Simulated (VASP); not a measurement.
# Bi (P6/mmm) in VASP: further runs, part 2 of 2

VASP 6.6.1.

### 4 Single point, LDA (27.30 Å³/atom)

This run uses another cell than the first one, of 27.30 Å³/atom.

Input file INCAR:

```
SYSTEM = Bi
  PREC = Accurate
  ENCUT = 520
  EDIFF = 1E-7
  ISMEAR = -1
  SIGMA = 0.1
  LREAL = .False.
  LASPH = .True.
  NELM = 60
  ALGO = Normal
  ISIF = 2
  LWAVE = .False.
  LCHARG = .False.
  NBANDS = 30
```

Input file KPOINTS:

```
regular mesh
0
Gamma
  8 8 11
  0 0 0
```

Input file POSCAR:

```
Bi
1.0
    5.4299502265      0.0000000000      0.0000000000
   -2.7149751133      4.7024748374      0.0000000000
    0.0000000000      0.0000000000      3.2069309543
Bi
3
Direct
    0.0000000000      1.0000000000      0.0000000000
    0.3333333333      0.6666666667      0.5000000000
    0.6666666667      0.3333333333      0.5000000000
```

Potentials or basis: VASP PAW LDA potentials, release 64 (Bi_d).

On the command line:

```
> cat potpaw_LDA.64/Bi_d/POTCAR > POTCAR
> mpirun -np 1 vasp_std > vasp.out
```

OUTCAR:

```text
SYSTEM = Bi
   PREC = Accurate
   ENCUT = 520
   EDIFF = 1E-7
   ISMEAR = -1
   LREAL = .False.
   LASPH = .True.
   NELM = 60
   ISIF = 2

 ion  position               nearest neighbor table
   1  0.000  0.000  0.000-   2 3.52   3 3.52   2 3.52   3 3.52   2 3.52   2 3.52   3 3.52   3 3.52
                             3 3.52   3 3.52   2 3.52   2 3.52
   2  0.333  0.667  0.500-   3 3.13   3 3.13   3 3.13   1 3.52   1 3.52   1 3.52   1 3.52   1 3.52
                             1 3.52
   3  0.667  0.333  0.500-   2 3.13   2 3.13   2 3.13   1 3.52   1 3.52   1 3.52   1 3.52   1 3.52
                             1 3.52

  LATTYP: Found a hexagonal cell.
 ALAT       =     5.4299502265
 C/A-ratio  =     0.5906004329

  Lattice vectors:

 A1 = (   5.4299502265,   0.0000000000,   0.0000000000)
 A2 = (  -2.7149751133,   4.7024748374,   0.0000000000)
 A3 = (   0.0000000000,   0.0000000000,   3.2069309543)

Analysis of symmetry for initial positions (statically):
=====================================================================
 Subroutine PRICEL returns:
 Original cell was already a primitive cell.

 Routine SETGRP: Setting up the symmetry group for a
 hexagonal supercell.

 Subroutine GETGRP returns: Found 24 space group operations
 (whereof 24 operations were pure point group operations)
 out of a pool of 24 trial point group operations.

The static configuration has the point symmetry D_6h.

Analysis of symmetry for dynamics (positions and initial velocities):
=====================================================================
 Subroutine PRICEL returns:
 Original cell was already a primitive cell.

 Routine SETGRP: Setting up the symmetry group for a
 hexagonal supercell.

 Subroutine GETGRP returns: Found 24 space group operations
 (whereof 24 operations were pure point group operations)
 out of a pool of 24 trial point group operations.

The dynamic configuration has the point symmetry D_6h.
[... 116 lines left out ...]
   ISMEAR =    -1;   SIGMA  =   0.10  broadening in eV -4-tet -1-fermi 0-gaus
   EFERMI_NEDOS =   21; number of points for ismear=-14 and -15
   IALGO  =     38    algorithm
   IMIX   =      4    mixing-type and parameters
     AMIX     =   0.40;   BMIX     =  1.00
     AMIX_MAG =   1.60;   BMIX_MAG =  1.00
  volume/ion in A,a.u.               =      27.30       184.20
  Fermi-wavevector in a.u.,A,eV,Ry     =   1.340937  2.534003 24.464797  1.798112
  Thomas-Fermi vector in A             =   2.469210
   LORBIT       =      0    0 simple, 1 ext, 2 COOP (PROOUT), +10 PAW based schemes
   GGA     = CA    functional components
   LHFCALC =     F    Hartree Fock is set to
   AEXX    =    0.0000 exact exchange contribution
   IVDW    =     0    specifies the selected vdW correction
   LEPSILON=     F    determine dielectric tensor
   LRPA    =     F    only Hartree local field effects (RPA)
 non-spin polarized calculation
  energy-cutoff  :      520.00
  volume of cell :       81.89
 maximum number of plane-waves:      2227
   NGX = 21   NGY = 21   NGZ = 11

 number of electron      45.0000012 magnetization

 Free energy of the ion-electron system (eV)
  ---------------------------------------------------
  ext. energy  EPLUGINS =         0.00000000
  ---------------------------------------------------
  free energy    TOTEN  =       -13.24715358 eV

  energy without entropy =      -13.18958939  energy(sigma->0) =      -13.21837149

 E-fermi :   9.4048     XC(G=0): -11.1597

 val. band max:        9.3560145208   @ k =   0.2500  -0.0000   0.1818
 cond. band min:       9.4316423337   @ k =   0.3750  -0.0000   0.2727
 fundamental gap:      0.0756278129
 Fermi energy:         9.4047693533

 k-point     1 :       0.0000    0.0000    0.0000
  band No.  band energies     occupation
      1     -13.8573      2.00000
      2     -13.6962      2.00000
      3     -13.6830      2.00000
      4     -13.6801      2.00000
      5     -13.6801      2.00000
      6     -13.5672      2.00000
[... 781 lines left out ...]
     29      17.7266      0.00000
     30      18.7503      0.00000

 [... further k-points ...]

------------------------ aborting loop because EDIFF is reached ----------------------------------------

  FORCE on cell =-STRESS in cart. coord.  units (eV):
  Direction    XX          YY          ZZ          XY          YZ          ZX
  --------------------------------------------------------------------------------------
  -------------------------------------------------------------------------------------
  Total        3.0826817      3.0826817      3.4604055     -0.0000000      0.0000000      0.0000000
  in kB       60.3152781     60.3152781     67.7057622     -0.0000000      0.0000000      0.0000000
  external PRESSURE =      62.7787728 kB  Pullay stress =       0.0000000 kB

 VOLUME and BASIS-vectors are now :
 -----------------------------------------------------------------------------
  energy-cutoff  :      520.00
  volume of cell :       81.89
      direct lattice vectors                 reciprocal lattice vectors
     5.429950226  0.000000000  0.000000000     0.184163751  0.106326991  0.000000000
    -2.714975113  4.702474837  0.000000000     0.000000000  0.212653982  0.000000000
     0.000000000  0.000000000  3.206930954     0.000000000  0.000000000  0.311824612

 POSITION                                       TOTAL-FORCE (eV/Angst)
 -----------------------------------------------------------------------------------
      0.00000      0.00000      0.00000        -0.000000      0.000000      0.000000
     -0.00000      3.13498      1.60347         0.000000      0.000000      0.000000
      2.71498      1.56749      1.60347        -0.000000      0.000000     -0.000000
 -----------------------------------------------------------------------------------
    total drift:                               -0.000000      0.000000      0.000000

  FREE ENERGIE OF THE ION-ELECTRON SYSTEM (eV)
  ---------------------------------------------------
  free  energy   TOTEN  =       -13.2471535837 eV

  energy  without entropy=      -13.1895893940  energy(sigma->0) =      -13.21837149
```

stdout:

```text
POSCAR found type information on POSCAR Bi
 POSCAR found :  1 types and       3 ions
 scaLAPACK will be used
 LDA part: xc-table for (Slater(with rela. corr.)+CA(PZ))
 , standard interpolation
 POSCAR, INCAR and KPOINTS ok, starting setup
 FFT: planning ... GRIDC
 FFT: planning ... GRID_SOFT
 FFT: planning ... GRID
 WAVECAR not read
 entering main loop
```

It took 1.8 min on 1 thread of Intel Xeon 8259CL, shared host; peak memory 0.22 GiB.

What came out:

```
Free energy            : -13.2472 eV
Pressure               : 6.3 GPa
Band gap on the k mesh : zero (an odd number of electrons rules out a gap without spin polarisation)
```

Stress tensor (GPa, compression positive):
```
6.03 0.00 0.00
0.00 6.03 0.00
0.00 0.00 6.77
```

Caveat: the cell stands under pressure; spin-orbit coupling is left out, which moves the levels of the heavy elements.

### 5 Single point, LDA (28.48 Å³/atom)

This run uses another cell than the first one, of 28.48 Å³/atom.

Input file INCAR:

```
ALGO = Normal
EDIFF = 1E-6
ENCUT = 520
ISIF = 2
ISMEAR = -1
LASPH = T
LCHARG = F
LREAL = F
LWAVE = F
NBANDS = 30
NELM = 100
PREC = Accurate
SIGMA = 0.1
```

Input file KPOINTS:

```
k-points
0
Gamma
  8 8 11
```

Input file POSCAR:

```
Bi
1.0
    5.5075314256      0.0000000000      0.0000000000
   -2.7537657128      4.7696621267      0.0000000000
    0.0000000000      0.0000000000      3.2527504441
Bi
3
Direct
    0.0000000000      1.0000000000      0.0000000000
    0.3333333333      0.6666666667      0.5000000000
    0.6666666667      0.3333333333      0.5000000000
```

On the command line:

```
> cat potpaw_LDA.64/Bi_d/POTCAR > POTCAR
> mpirun -np 1 vasp_std > vasp.out
```

Wall time 2.3 min (1 thread of Intel Xeon 8259CL, shared host); peak memory 0.24 GiB.

The run converged. Its results:

```
Free energy            : -13.3481 eV
Pressure               : 2.8 GPa
Band gap on the k mesh : zero (an odd number of electrons rules out a gap without spin polarisation)
```

Stress tensor (GPa, compression positive):
```
2.51 0.00 0.00
0.00 2.51 0.00
0.00 0.00 3.23
```

Levels at points of the mesh, in eV from the Fermi level:
```csv
k point,band 20,band 21,band 22,band 23,band 24,band 25,band 26,band 27
"(0.00, 0.00, 0.00)",-3.86,-3.63,-3.63,1.81,5.56,5.56,6.19,6.19
"(0.50, 0.00, 0.00)",-1.45,-1.27,1.19,1.47,2.11,3.59,3.61,5.36
```

Caveat: spin-orbit coupling is left out, which moves the levels of the heavy elements.

### 6 Single point, LDA (29.67 Å³/atom)

Input file INCAR:

```
SYSTEM = Bi
PREC = Accurate
ENCUT = 520
EDIFF = 1E-6
ISMEAR = -1
SIGMA = 0.1
LREAL = .FALSE.
LASPH = .TRUE.
NELM = 100
ALGO = Normal
ISIF = 2
LWAVE = .FALSE.
LCHARG = .FALSE.
GGA = CA
NBANDS = 30
```

Input file KPOINTS:

```
regular mesh
0
G
  8 8 11
  0 0 0
```

Input file POSCAR:

```
Bi
1.0
    5.5829864379      0.0000000000      0.0000000000
   -2.7914932190      4.8350080842      0.0000000000
    0.0000000000      0.0000000000      3.2973142070
Bi
3
Direct
    0.0000000000      1.0000000000      0.0000000000
    0.3333333333      0.6666666667      0.5000000000
    0.6666666667      0.3333333333      0.5000000000
```

Potentials or basis: VASP PAW LDA potentials, release 64 (Bi_d).

On the command line:

```
> cat potpaw_LDA.64/Bi_d/POTCAR > POTCAR
> mpirun -np 1 vasp_std > vasp.out
```

Run time: 3 min. Hardware: 1 thread of Intel Xeon 8259CL, shared host; peak memory 0.25 GiB.

The run converged. Its results:

```
Free energy            : -13.3789 eV
Pressure               : 0.0 GPa
Band gap on the k mesh : zero (an odd number of electrons rules out a gap without spin polarisation)
```

Stress tensor (GPa, compression positive):
```
-0.27  0.00  0.00
 0.00 -0.27  0.00
 0.00  0.00  0.39
```

Levels at points of the mesh, in eV from the Fermi level:
```tsv
k point	band 18	band 19	band 20	band 21	band 22	band 23	band 24	band 25	band 26	band 27
(0.00, 0.00, 0.00)	-10.04	-3.68	-3.68	-3.45	-3.45	1.76	5.26	5.26	5.85	5.85
(0.50, 0.00, 0.00)	-10.70	-5.41	-1.47	-1.28	1.15	1.46	2.02	3.45	3.46	5.10
```

Caveat: spin-orbit coupling is left out, which moves the levels of the heavy elements.

### 7 Overview

| cell | k mesh | gap on the mesh (eV) | pressure (GPa) |
| --- | --- | --- | --- |
| a = 5.583, b = 5.583, c = 3.297 Å, angles 90.0, 90.0, 120.0°, 3 atoms | 7 × 7 × 9 | none | 0.1 |
| a = 5.350, b = 5.350, c = 3.160 Å, angles 90.0, 90.0, 120.0°, 3 atoms | 8 × 8 × 11 | none | 10.7 |
| a = 5.430, b = 5.430, c = 3.207 Å, angles 90.0, 90.0, 120.0°, 3 atoms | 8 × 8 × 11 | none | 6.3 |
| a = 5.508, b = 5.508, c = 3.253 Å, angles 90.0, 90.0, 120.0°, 3 atoms | 8 × 8 × 11 | none | 2.8 |
| a = 5.583, b = 5.583, c = 3.297 Å, angles 90.0, 90.0, 120.0°, 3 atoms | 8 × 8 × 11 | none | 0.0 |

Alike in all rows: task single point; level LDA; potentials or basis VASP PAW LDA potentials, release 64 (Bi_d); no spin polarisation; cutoff (eV) 520; smearing fermi-dirac 0.1 eV.

Caveats: spin-orbit coupling is left out, which moves the levels of the heavy elements; the cell stands under pressure (at least some runs).

Absolute energies hang on the potentials; compare differences alone.
